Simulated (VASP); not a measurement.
A run of VASP 6.6.1 is set up as follows.

Contents of INCAR:

```
PREC = Accurate
ENCUT = 520
EDIFF = 1E-6
ISMEAR = 0
SIGMA = 0.1
LREAL = False
LASPH = True
NELM = 100
ALGO = Normal
ISIF = 2
LWAVE = False
LCHARG = False
GGA = PS
NBANDS = 36
```

Contents of KPOINTS:

```
Automatic mesh
0
Gamma
  8 8 8
```

Contents of POSCAR:

```
CoSi
1.0
    4.4308490700      0.0000000000      0.0000000000
    0.0000000000      4.4308490700      0.0000000000
    0.0000000000      0.0000000000      4.4308490700
Co Si
4 4
Direct
    0.1450189116      0.1450189116      0.1450189116
    0.3549810884      0.8549810884      0.6450189116
    0.6450189116      0.3549810884      0.8549810884
    0.8549810884      0.6450189116      0.3549810884
    0.8431597104      0.8431597104      0.8431597104
    0.6568402896      0.1568402896      0.3431597104
    0.3431597104      0.6568402896      0.1568402896
    0.1568402896      0.3431597104      0.6568402896
```

Potentials or basis: VASP PAW PBE potentials, release 64 (Co, Si).

The run is started by

```sh
$ cat potpaw_PBE.64/Co/POTCAR potpaw_PBE.64/Si/POTCAR > POTCAR
$ mpirun -np 1 vasp_std > vasp.out
```

What does it give for the band gap on the k mesh?

Zero (band 26 reaches 11.99 eV, above the bottom of band 27 at 11.77 eV).

Predict the largest force.

0.025 eV/Å.

Predict the pressure.

-6.8 GPa.

Forces on the atoms (eV/Å):
```
Co  -0.011 -0.011 -0.011
Co   0.011  0.011 -0.011
Co  -0.011  0.011  0.011
Co   0.011 -0.011  0.011
Si  -0.014 -0.014 -0.014
Si   0.014  0.014 -0.014
Si  -0.014  0.014  0.014
Si   0.014 -0.014  0.014
```

Caveat: the PAW data sets were made with another functional, which shifts forces and pressure a little. Spin polarisation is off, so any magnetic state and its effect on volume and gap are missing.
